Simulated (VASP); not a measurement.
GaSb, 2 atoms in the cell. Symmetry: I-4m2, No. 119, tetragonal system. Conventional cell: a = 5.919 Å, b = 5.919 Å, c = 3.415 Å, α = 90.00°, β = 90.00°, γ = 90.00°. Within 4.1 Å of Ga (site symmetry -4m2) lie 8 Sb at 3.08 to 3.91 Å and 2 Ga at 3.42 Å. Within 4.1 Å of Sb (site symmetry -4m2) lie 8 Ga at 3.08 to 3.91 Å and 2 Sb at 3.42 Å. 

```yaml
Program: VASP 6.6.1
Task: single point
Functional: PBE
Potentials_or_basis: VASP PAW PBE potentials, release 64 (Ga_d, Sb)
Cutoff: 520 eV
k_mesh: 16 × 16 × 16
Occupations: gaussian, width 0.15 eV
Spin: no spin polarisation
Dipole_correction: no
Further_INCAR_settings: ALGO = Normal; EDIFF = 1e-06; NBANDS = 16
```

Potentials or basis: VASP PAW PBE potentials, release 64 (Ga_d, Sb).

Run with:

```console
$ cat potpaw_PBE.64/Ga_d/POTCAR potpaw_PBE.64/Sb/POTCAR > POTCAR
$ mpirun -np 1 vasp_std > vasp.out
```

Hardware: 1 thread of Intel(R) Xeon(R) Platinum 8488C (Sapphire Rapids), on a shared host.

How long does it take, and how much memory?

It took 3.9 min on 1 thread of Intel(R) Xeon(R) Platinum 8488C (Sapphire Rapids) (shared host), peak memory 0.47 GiB. Counts: scf iterations 11, k points 349.
